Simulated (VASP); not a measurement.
## MoS2: single point with r2SCAN

The system is MoS2.

```
CELL_PARAMETERS angstrom
-2.38351 2.38351 4.64834
2.38351 -2.38351 4.64834
2.38351 2.38351 -4.64834
ATOMIC_POSITIONS crystal
Mo 0.75000 0.25000 0.50000
Mo 0.00000 0.00000 0.00000
S 0.48762 0.98762 0.50000
S 0.73762 0.73762 0.00000
S 0.26238 0.26238 0.00000
S 0.01238 0.51238 0.50000
```

```yaml
Program: VASP 6.6.1
Task: single point
Functional: r2SCAN
Potentials_or_basis: VASP PAW PBE potentials, release 64 (Mo_sv, S)
Cutoff: 520 eV
k_mesh: 8 × 8 × 8
Occupations: fermi-dirac, width 0.02 eV
Spin: no spin polarisation
Dipole_correction: no
Further_INCAR_settings: ALGO = Normal; EDIFF = 1e-06; NBANDS = 35
```

```yaml
Pressure: 0.1 GPa
Largest_force: 0.008 eV/Å
Band_gap_on_the_k_mesh: zero (bands 26 and 27 overlap by 2.10 eV)
```

Forces on the atoms (eV/Å):
```
Mo   0.000  0.000  0.000
Mo   0.000  0.000  0.000
S    0.000  0.000 -0.008
S    0.000  0.000 -0.008
S    0.000  0.000  0.008
S    0.000  0.000  0.008
```

Levels at points of the mesh, in eV from the Fermi level:
```
           k point  band 22  band 23  band 24  band 25  band 26  band 27  band 28  band 29  band 30  band 31
(0.00, 0.00, 0.00)    -2.53    -1.20    -1.20    -0.98    -0.74    -0.69    -0.69    -0.14     0.15     0.60
(0.50, 0.00, 0.00)    -3.21    -1.60    -1.51    -1.33    -0.06     0.24     0.33     0.91     1.32     1.46
(0.50, 0.50, 0.00)    -3.78    -1.16    -1.16     0.28     0.28     1.23     1.23     1.36     1.36     4.17
(0.50, 0.50, 0.50)    -2.59    -2.00    -2.00    -1.81    -1.81    -1.44    -1.44    -0.08    -0.08     1.41
```

It took 18 min on 1 thread of Intel(R) Xeon(R) Platinum 8259CL CPU @ 2.50GHz (Skylake/Cascade Lake), with other jobs on the host, peak memory 0.45 GiB.

Caveat: the PAW data sets were made with another functional, which shifts forces and pressure a little.
